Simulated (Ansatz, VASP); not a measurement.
## Zr in VASP and in Ansatz

```
Zr
1.0
     1.58745    0.91652    7.71266
    -1.58745    0.91652    7.71266
     0.00000   -1.83303    7.71266
Zr
3
Direct
  0.00000 0.00000 0.00000
  0.22279 0.22279 0.22279
  0.77721 0.77721 0.77721
```

Alike in both runs: functional PBEsol; k mesh 18 × 18 × 18; occupations gaussian, width 0.1 eV; no spin polarisation.

Ansatz relaxed the structure, and its values are those at the end. VASP's run is a single point on that final structure, the one shown.

|  | VASP | Ansatz |
| --- | --- | --- |
| version | VASP 6.6.1 | Ansatz 0.2.0 |
| potentials or method | VASP PAW PBE potentials, release 64 (Zr_sv), cutoff 500 eV | scalar-relativistic, plane waves, PAW |
| valence electrons in the cell | 36 | 36 |

|  | VASP | Ansatz | Ansatz less VASP |
| --- | --- | --- | --- |
| gap on the k mesh at the Fermi level (eV) | none | none | - |
| pressure (GPa) | 0.1 | 0.0 | -0.08 |

VASP's potentials were made for PBE, not for PBEsol. A gap of «none» marks a metal or a gap that the smearing closes.
